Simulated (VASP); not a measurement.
# WCl4F2 (I4/mmm) in VASP: further runs

The runs below take WCl4F2 through single point, relaxation of cell and atoms, relaxation of shape and atoms at fixed volume, with PBE.

Everything below comes from runs of VASP 6.6.1. Logs are shortened: lines on timing, memory, paths and dates and some standing lists are left out, and cuts for length are marked.

## 1. The cell of the first run

Symmetry: I4/mmm, No. 139, tetragonal system. Conventional cell: a = 7.245 Å, b = 7.245 Å, c = 7.800 Å, α = 90.00°, β = 90.00°, γ = 90.00°. W (site symmetry 4/mmm) has 2 F at 1.86 Å and 4 Cl at 2.30 Å within 2.5 Å. Within 3.0 Å of Cl (site symmetry m2m) lie 1 W at 2.30 Å and 2 F at 2.96 Å. F (site symmetry 4mm) has 1 W at 1.86 Å within 2.5 Å.

## 2. Single point, PBE

The input, INCAR:

```
SYSTEM = WCl4F2
PREC = Accurate
ENCUT = 520
EDIFF = 1E-7
ISMEAR = 0
SIGMA = 0.15
LREAL = .False.
LASPH = .True.
NELM = 100
ALGO = Normal
ISIF = 2
LWAVE = .False.
LCHARG = .True.
GGA = PE
LELF = .True.
LVHAR = .True.
NBANDS = 37
```

The input, KPOINTS:

```
regular mesh
0
Gamma
  3 3 3
  0 0 0
```

The input, POSCAR:

```
WCl4F2
1.0
   -3.6226004643      3.6226004643      3.9002146244
    3.6226004643     -3.6226004643      3.9002146244
    3.6226004643      3.6226004643     -3.9002146244
W Cl F
1 4 2
Direct
    0.0000000000      0.0000000000      0.0000000000
    0.7755542156      0.2244457844      0.0000000000
    0.7755542156      0.7755542156      0.5511084313
    0.2244457844      0.2244457844      0.4488915687
    0.2244457844      0.7755542156      0.0000000000
    0.7609735668      0.7609735668      0.0000000000
    0.2390264332      0.2390264332      0.0000000000
```

Potentials or basis: VASP PAW PBE potentials, release 64 (W_sv, Cl, F).

The run is started by

```
> cat potpaw_PBE.64/W_sv/POTCAR potpaw_PBE.64/Cl/POTCAR potpaw_PBE.64/F/POTCAR > POTCAR
> mpirun -np 1 vasp_std > vasp.out
```

OUTCAR:

```text
SYSTEM = WCl4F2
   PREC = Accurate
   ENCUT = 520
   EDIFF = 1E-7
   ISMEAR = 0
   LREAL = .False.
   LASPH = .True.
   NELM = 100
   ISIF = 2
   GGA = PE

 ion  position               nearest neighbor table
   1  0.000  0.000  0.000-   6 1.86   7 1.86   3 2.30   4 2.30   2 2.30   5 2.30
   2  0.776  0.224  0.000-   1 2.30
   3  0.776  0.776  0.551-   1 2.30
   4  0.224  0.224  0.449-   1 2.30
   5  0.224  0.776  0.000-   1 2.30
   6  0.761  0.761  0.000-   1 1.86
   7  0.239  0.239  0.000-   1 1.86

  LATTYP: Found a body centered tetragonal cell.
 ALAT       =     7.2452009286
 C/A-ratio  =     1.0766339437

  Lattice vectors:

 A1 = (  -3.6226004643,   3.6226004643,   3.9002146244)
 A2 = (   3.6226004643,  -3.6226004643,   3.9002146244)
 A3 = (   3.6226004643,   3.6226004643,  -3.9002146244)

Analysis of symmetry for initial positions (statically):
=====================================================================
 Subroutine PRICEL returns:
 Original cell was already a primitive cell.

 Routine SETGRP: Setting up the symmetry group for a
 body centered tetragonal supercell.

 Subroutine GETGRP returns: Found 16 space group operations
 (whereof 16 operations were pure point group operations)
 out of a pool of 16 trial point group operations.

The static configuration has the point symmetry D_4h.

Analysis of symmetry for dynamics (positions and initial velocities):
=====================================================================
 Subroutine PRICEL returns:
 Original cell was already a primitive cell.

 Routine SETGRP: Setting up the symmetry group for a
 body centered tetragonal supercell.

 Subroutine GETGRP returns: Found 16 space group operations
 (whereof 16 operations were pure point group operations)
 out of a pool of 16 trial point group operations.

The dynamic configuration has the point symmetry D_4h.

 Subroutine INISYM returns: Found 16 space group operations
 (whereof 16 operations are pure point group operations),
 and found     1 'primitive' translations

----------------------------------------------------------------------------------------

                                     Primitive cell

  volume of cell :     204.7337

  direct lattice vectors                    reciprocal lattice vectors
    -3.622600464  3.622600464  3.900214624     0.000000000  0.138022397  0.128198073
     3.622600464 -3.622600464  3.900214624     0.138022397  0.000000000  0.128198073
     3.622600464  3.622600464 -3.900214624     0.138022397  0.138022397  0.000000000

  length of vectors
     6.438799761  6.438799761  6.438799761     0.188374436  0.188374436  0.195193146

  position of ions in fractional coordinates (direct lattice)
     0.000000000  0.000000000  0.000000000
     0.775554216  0.224445784  0.000000000
     0.775554216  0.775554216  0.551108431
     0.224445784  0.224445784  0.448891569
     0.224445784  0.775554216  0.000000000
     0.760973567  0.760973567  0.000000000
     0.239026433  0.239026433  0.000000000

  ion indices of the primitive-cell ions
   primitive index   ion index
                 1           1
                 2           2
                 3           3
                 4           4
                 5           5
                 6           6
                 7           7

----------------------------------------------------------------------------------------

 KPOINTS: regular mesh

Automatic generation of k-mesh.
 Grid dimensions read from file:
 generate k-points for:    3    3    3

 Generating k-lattice:

  Cartesian coordinates                     Fractional coordinates (reciprocal lattice)
     0.000000000  0.046007466  0.042732691     0.333333333  0.000000000  0.000000000
     0.046007466  0.000000000  0.042732691     0.000000000  0.333333333  0.000000000
     0.046007466  0.046007466  0.000000000     0.000000000  0.000000000  0.333333333

  Length of vectors
     0.062791479  0.062791479  0.065064382

  Shift w.r.t. Gamma in fractional coordinates (k-lattice)
     0.000000000  0.000000000  0.000000000

 Subroutine IBZKPT returns following result:
 ===========================================

 Found      6 irreducible k-points:

 Following reciprocal coordinates:
            Coordinates               Weight
  0.000000  0.000000  0.000000      1.000000
  0.333333 -0.000000  0.000000      8.000000
  0.333333  0.333333  0.000000      8.000000
 -0.333333  0.333333  0.000000      4.000000
 -0.333333  0.333333  0.333333      4.000000
 -0.333333 -0.333333  0.333333      2.000000
   k-points           NKPTS =      6   k-points in BZ     NKDIM =      6   number of bands    NBANDS=     37
   number of dos      NEDOS =    301   number of ions     NIONS =      7
   total plane-waves  NPLWV = 110592
   dimension x,y,z NGX =    48 NGY =   48 NGZ =   48
   dimension x,y,z NGXF=    96 NGYF=   96 NGZF=   96
   ions per type =               1   4   2
   NGX,Y,Z   is equivalent  to a cutoff of  12.39, 12.39, 12.39 a.u.
   NGXF,Y,Z  is equivalent  to a cutoff of  24.79, 24.79, 24.79 a.u.
 SYSTEM =  WCl4F2
   PREC   = accura    normal or accurate (medium, high low for compatibility)
   ISTART =      0    job   : 0-new  1-cont  2-samecut
   ICHARG =      2    charge: 1-file 2-atom 10-const
   ISPIN  =      1    spin polarized calculation?
   LNONCOLLINEAR =      F non collinear calculations
   LSORBIT =      F    spin-orbit coupling
   LASPH  =      T    aspherical Exc in radial PAW
   ENCUT  =  520.0 eV  38.22 Ry    6.18 a.u.  11.97 11.97 11.97*2*pi/ulx,y,z
   NELM   =    100;   NELMIN=  2; NELMDL= -5     # of ELM steps
   EDIFF  = 0.1E-06   stopping-criterion for ELM
   LREAL  =      F    real-space projection
   EDIFFG = 0.1E-05   stopping-criterion for IOM
   NSW    =      0    number of steps for IOM
   IBRION =     -1    ionic relax: 0-MD 1-quasi-New 2-CG
   NFREE  =      0    steps in history (QN), initial steepest desc. (CG)
   ISIF   =      2    stress and relaxation
   ISYM   =      2    0-nonsym 1-usesym 2-fastsym
   POTIM  = 0.5000    time-step for ionic-motion
   TEBEG  =    0.0;   TEEND  =   0.0 temperature during run
   PSTRESS=    0.0 pullay stress
   NELECT =      56.0000    total number of electrons
   NUPDOWN=      -1.0000    fix difference up-down
   EMIN   =  10.00;   EMAX   =-10.00  energy-range for DOS
   EFERMI =   0.00;   METHOD = LEGACY
   ISMEAR =     0;   SIGMA  =   0.15  broadening in eV -4-tet -1-fermi 0-gaus
   EFERMI_NEDOS =   21; number of points for ismear=-14 and -15
   IALGO  =     38    algorithm
   IMIX   =      4    mixing-type and parameters
     AMIX     =   0.40;   BMIX     =  1.00
     AMIX_MAG =   1.60;   BMIX_MAG =  1.00
  volume/ion in A,a.u.               =      29.25       197.37
  Fermi-wavevector in a.u.,A,eV,Ry     =   1.062693  2.008198 15.365275  1.129316
  Thomas-Fermi vector in A             =   2.198152
   LORBIT       =      0    0 simple, 1 ext, 2 COOP (PROOUT), +10 PAW based schemes
   GGA     = PE    functional components
   LHFCALC =     F    Hartree Fock is set to
   AEXX    =    0.0000 exact exchange contribution
   IVDW    =     0    specifies the selected vdW correction
   LEPSILON=     F    determine dielectric tensor
   LRPA    =     F    only Hartree local field effects (RPA)
 non-spin polarized calculation
 Gauss-broadening in eV      SIGMA  =   0.15
  energy-cutoff  :      520.00
  volume of cell :      204.73
 maximum number of plane-waves:      5538
   NGX = 23   NGY = 23   NGZ = 23

 number of electron      56.0000005 magnetization

 Free energy of the ion-electron system (eV)
  ---------------------------------------------------
  ext. energy  EPLUGINS =         0.00000000
  ---------------------------------------------------
  free energy    TOTEN  =       -34.21422757 eV

  energy without entropy =      -34.21422757  energy(sigma->0) =      -34.21422757

 E-fermi :  -1.2287     XC(G=0):  -7.1364

 val. band max:       -1.9533958099   @ k =   0.0000   0.0000   0.0000
 cond. band min:      -0.3325865202   @ k =  -0.3333  -0.3333   0.3333
 fundamental gap:      1.6208092896
 Fermi energy:        -1.2287195304

 k-point     1 :       0.0000    0.0000    0.0000
  band No.  band energies     occupation
      1     -77.3416      2.00000
      2     -41.6934      2.00000
      3     -41.3458      2.00000
      4     -41.3458      2.00000
      5     -24.7461      2.00000
      6     -23.9150      2.00000
[... 29 lines left out ...]
     36       6.9612      0.00000
     37       7.0376      0.00000

 k-point     2 :       0.3333   -0.0000    0.0000
  band No.  band energies     occupation
      1     -77.3416      2.00000
      2     -41.6934      2.00000
      3     -41.3458      2.00000
      4     -41.3458      2.00000
      5     -24.7443      2.00000
      6     -23.9169      2.00000
[... 29 lines left out ...]
     36       7.3124      0.00000
     37       7.6795      0.00000

 k-point     3 :       0.3333    0.3333    0.0000
  band No.  band energies     occupation
      1     -77.3416      2.00000
      2     -41.6934      2.00000
      3     -41.3458      2.00000
      4     -41.3458      2.00000
      5     -24.7441      2.00000
      6     -23.9169      2.00000
[... 29 lines left out ...]
     36       7.4494      0.00000
     37       7.8778      0.00000

 k-point     4 :      -0.3333    0.3333    0.0000
  band No.  band energies     occupation
      1     -77.3416      2.00000
      2     -41.6934      2.00000
      3     -41.3458      2.00000
      4     -41.3458      2.00000
      5     -24.7455      2.00000
      6     -23.9153      2.00000
[... 29 lines left out ...]
     36       7.3542      0.00000
     37       7.6281      0.00000

 k-point     5 :      -0.3333    0.3333    0.3333
  band No.  band energies     occupation
      1     -77.3416      2.00000
      2     -41.6934      2.00000
      3     -41.3458      2.00000
      4     -41.3458      2.00000
      5     -24.7450      2.00000
      6     -23.9157      2.00000
[... 29 lines left out ...]
     36       7.8044      0.00000
     37       7.9111      0.00000

 k-point     6 :      -0.3333   -0.3333    0.3333
  band No.  band energies     occupation
      1     -77.3417      2.00000
      2     -41.6934      2.00000
      3     -41.3458      2.00000
      4     -41.3458      2.00000
      5     -24.7439      2.00000
      6     -23.9172      2.00000
[... 29 lines left out ...]
     36       7.7340      0.00000
     37       7.7340      0.00000

------------------------ aborting loop because EDIFF is reached ----------------------------------------

  FORCE on cell =-STRESS in cart. coord.  units (eV):
  Direction    XX          YY          ZZ          XY          YZ          ZX
  --------------------------------------------------------------------------------------
  -------------------------------------------------------------------------------------
  Total       -0.0337508     -0.0337508      1.9728847      0.0000000     -0.0000000      0.0000000
  in kB       -0.2641221     -0.2641221     15.4391334      0.0000000     -0.0000000      0.0000000
  external PRESSURE =       4.9702964 kB  Pullay stress =       0.0000000 kB

 VOLUME and BASIS-vectors are now :
 -----------------------------------------------------------------------------
  energy-cutoff  :      520.00
  volume of cell :      204.73
      direct lattice vectors                 reciprocal lattice vectors
    -3.622600464  3.622600464  3.900214624     0.000000000  0.138022397  0.128198073
     3.622600464 -3.622600464  3.900214624     0.138022397  0.000000000  0.128198073
     3.622600464  3.622600464 -3.900214624     0.138022397  0.138022397  0.000000000

 POSITION                                       TOTAL-FORCE (eV/Angst)
 -----------------------------------------------------------------------------------
      0.00000      0.00000      0.00000        -0.000000      0.000000      0.000000
     -1.99645      1.99645      3.90021        -0.038054      0.038054      0.000000
      1.99645      1.99645      3.90021         0.038054      0.038054      0.000000
      1.62615      1.62615      0.00000        -0.038054     -0.038054      0.000000
      1.99645     -1.99645      3.90021         0.038054     -0.038054      0.000000
      0.00000      0.00000      5.93592        -0.000000     -0.000000     -0.449655
      0.00000      0.00000      1.86451        -0.000000     -0.000000      0.449655
 -----------------------------------------------------------------------------------
    total drift:                               -0.000000      0.000000      0.000000

  FREE ENERGIE OF THE ION-ELECTRON SYSTEM (eV)
  ---------------------------------------------------
  free  energy   TOTEN  =       -34.2142275694 eV

  energy  without entropy=      -34.2142275694  energy(sigma->0) =      -34.21422757
```

Wall time 2.1 min (1 thread of Intel Xeon 8259CL, shared host); peak memory 0.3 GiB.

What came out:

```
Free energy            : -34.2142 eV
Pressure               : 0.5 GPa
Largest force          : 0.450 eV/Å
Band gap on the k mesh : 1.62 eV (least direct gap 1.67 eV)
```

Forces on the atoms (eV/Å):
```
W    0.000  0.000  0.000
Cl  -0.038  0.038  0.000
Cl   0.038  0.038  0.000
Cl  -0.038 -0.038  0.000
Cl   0.038 -0.038  0.000
F    0.000  0.000 -0.450
F    0.000  0.000  0.450
```

Stress tensor (GPa, compression positive):
```
-0.03  0.00  0.00
 0.00 -0.03  0.00
 0.00  0.00  1.54
```

Caveat: spin-orbit coupling is left out, which moves the levels of the heavy elements. A k mesh can miss the band edges.

(Continued in part 2 of 4.)
